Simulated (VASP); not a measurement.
Input of a VASP 6.6.1 run:

File INCAR:

```
SYSTEM = SbAu2
PREC = Accurate
ENCUT = 600
EDIFF = 1E-6
ISMEAR = 0
SIGMA = 0.1
LREAL = .FALSE.
LASPH = .TRUE.
NELM = 60
ALGO = Normal
ISIF = 3
LWAVE = .FALSE.
LCHARG = .FALSE.
GGA = PE
IBRION = 2
NSW = 90
EDIFFG = -0.04
```

Contents of KPOINTS:

```
regular mesh
0
G
  6 6 6
  0 0 0
```

POSCAR

```
SbAu2
1.0
   -1.8150894098      1.8630062938      4.5716367831
    1.8150894098     -1.8630062938      4.5716367831
    1.8150894098      1.8630062938     -4.5716367831
Sb Au
1 2
Direct
    0.0000000000      0.0000000000      0.0000000000
    0.6687582168      0.6687582168      0.0000000000
    0.3312417832      0.3312417832      0.0000000000
```

Potentials or basis: VASP PAW PBE potentials, release 64 (Sb, Au).

Launch:

```bash
$ cat potpaw_PBE.64/Sb/POTCAR potpaw_PBE.64/Au/POTCAR > POTCAR
$ mpirun -np 1 vasp_std > vasp.out
```

(1) Predict the band gap on the k mesh.

(2) Estimate the space group after relaxing (to 0.1 Å).

(3) Predict the relaxed volume.

Results:

(1) zero (an odd number of electrons rules out a gap without spin polarisation).

(2) I4/mmm (No. 139).

(3) 20.67 Å³/atom.

Caveat: spin-orbit coupling is left out, which moves the levels of the heavy elements.
